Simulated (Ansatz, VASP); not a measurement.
# Two plane-wave programs on SrTiO3

Contents of INCAR:

```
PREC = Accurate
ENCUT = 520
EDIFF = 1E-6
ISMEAR = 0
SIGMA = 0.05
LREAL = False
LASPH = True
NELM = 100
ALGO = Normal
ISIF = 2
LWAVE = False
LCHARG = False
GGA = PE
NBANDS = 28
```

Contents of KPOINTS:

```
regular mesh
0
Gamma
  8 8 8
```

POSCAR

```
SrTiO3
1.0
    3.9364094381      0.0000000000      0.0000000000
    0.0000000000      3.9364094381      0.0000000000
    0.0000000000      0.0000000000      3.9364094381
Sr Ti O
1 1 3
Direct
    0.0020505763      0.0000000000      0.0000000000
    0.5096807686      0.5000000000      0.5000000000
   -0.0146326242      0.5000000000      0.5000000000
    0.4872194045      0.0000000000      0.5000000000
    0.4872194045      0.5000000000      0.0000000000
```

Input for Ansatz:

```yaml
crystal:
  lattice:
    - [3.9364094381, 0.0, 0.0]
    - [0.0, 3.9364094381, 0.0]
    - [0.0, 0.0, 3.9364094381]
  atoms:
    - { symbol: Sr, position: [0.0020505763, 0.0, 0.0] }
    - { symbol: Ti, position: [0.5096807686, 0.5, 0.5] }
    - { symbol: O, position: [-0.0146326242, 0.5, 0.5] }
    - { symbol: O, position: [0.4872194045, 0.0, 0.5] }
    - { symbol: O, position: [0.4872194045, 0.5, 0.0] }
basis:
  ecutwfc: 520.0
kpoints:
  mp_grid: { grid: [8, 8, 8] }
hamiltonian:
  xc: pbe
  pseudopotentials: { kind: paw, azcp: { folder: soft_1 } }
scf:
  occupations: { method: gaussian, width: 0.05 }
output:
  forces: true
  stress: true
  eigenvalues: true
```

Change from the starting cell: mode 1 frozen in at -0.058 Å and mode 7 at +0.000 Å (largest displacements).

Alike in both runs: task single point; functional PBE; k mesh 8 × 8 × 8; occupations gaussian, width 0.05 eV; no spin polarisation.

|  | VASP | Ansatz |
| --- | --- | --- |
| version | VASP 6.6.1 | Ansatz 0.2.0 |
| potentials or method | VASP PAW PBE potentials, release 64 (Sr_sv, Ti_sv, O), cutoff 520 eV | scalar-relativistic, plane waves, PAW |
| valence electrons in the cell | 40 | 40 |

|  | VASP | Ansatz | Ansatz less VASP |
| --- | --- | --- | --- |
| gap on the k mesh at the Fermi level (eV) | 1.84 | 1.87 | +0.035 |
| least direct gap on the mesh (eV) | 2.31 | 2.33 | +0.019 |
| pressure (GPa) | 1.3 | 0.6 | -0.66 |
| traceless stress, the component that is largest in VASP (GPa) | 1.03 | 1.00 | -0.035 |
| rms of the force components (eV/Å) | 0.040 | 0.029 | -0.0111 |

Atom by atom the forces differ by 0.015 eV/Å (rms over components).
